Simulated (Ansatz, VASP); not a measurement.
# One calculation of NaH, two programs

The input INCAR:

```
  PREC = Accurate
  ENCUT = 520
  EDIFF = 1E-6
  ISMEAR = 0
  SIGMA = 0.1
  LREAL = F
  LASPH = T
  NELM = 80
  ALGO = Normal
  ISIF = 2
  LWAVE = F
  LCHARG = F
  GGA = PE
  NBANDS = 21
```

The input KPOINTS:

```
regular mesh
0
Gamma
  6 6 6
```

POSCAR

```
NaH
1.0
    5.2656399600      0.0000000000      0.0000000000
   -2.6328199800      4.5601779700      0.0000000000
    0.0000000000      0.0000000000      2.9498133500
Na H
3 3
Direct
    0.0000000000      0.0000000000      0.0000000000
    0.3333333300      0.6666666700      0.5000000000
    0.6666666700      0.3333333300      0.5000000000
    0.5000000000      0.0000000000      0.0000000000
    0.5000000000      0.5000000000      0.0000000000
    0.0000000000      0.5000000000      0.0000000000
```

Input for Ansatz:

```yaml
crystal:
  lattice:
    - [5.26563996, 0.0, 0.0]
    - [-2.63281998, 4.56017797, 0.0]
    - [0.0, 0.0, 2.94981335]
  atoms:
    - { symbol: Na, position: [0.0, 0.0, 0.0] }
    - { symbol: Na, position: [0.33333333, 0.66666667, 0.5] }
    - { symbol: Na, position: [0.66666667, 0.33333333, 0.5] }
    - { symbol: H, position: [0.5, 0.0, 0.0] }
    - { symbol: H, position: [0.5, 0.5, 0.0] }
    - { symbol: H, position: [0.0, 0.5, 0.0] }
basis:
  ecutwfc: 420
kpoints:
  mp_grid: { grid: [6, 6, 6] }
hamiltonian:
  xc: pbe
scf:
  occupations: { method: gaussian, width: 0.1 }
  lower_state_search: "off"
output:
  forces: true
  stress: true
  eigenvalues: true
```

Change from the starting cell: species swapped into the TaN type (P6/mmm, No. 191).

Alike in both runs: task single point; functional PBE; k mesh 6 × 6 × 6; occupations gaussian, width 0.1 eV; no spin polarisation.

|  | VASP | Ansatz |
| --- | --- | --- |
| version | VASP 6.6.1 | Ansatz 0.2.0 |
| potentials or method | VASP PAW PBE potentials, release 64 (Na_pv, H), cutoff 520 eV | scalar-relativistic, plane waves, PAW |
| valence electrons in the cell | 24 | 30 |

Ansatz gave:

| Quantity | Value |
| --- | --- |
| gap on the k mesh at the Fermi level (eV) | 1.26 |
| least direct gap on the mesh (eV) | 1.48 |
| pressure (GPa) | 8.9 |
| traceless stress, the component that is largest in VASP (GPa) | 2.43 |

Task: Estimate VASP's values.

Result: gap on the k mesh at the Fermi level (eV): 1.26; least direct gap on the mesh (eV): 1.48; pressure (GPa): 8.9; traceless stress, the component that is largest in VASP (GPa): 2.44.

VASP's potentials hold 24 valence electrons a cell and Ansatz's 30, so a difference there can come from the potentials and not from the codes.
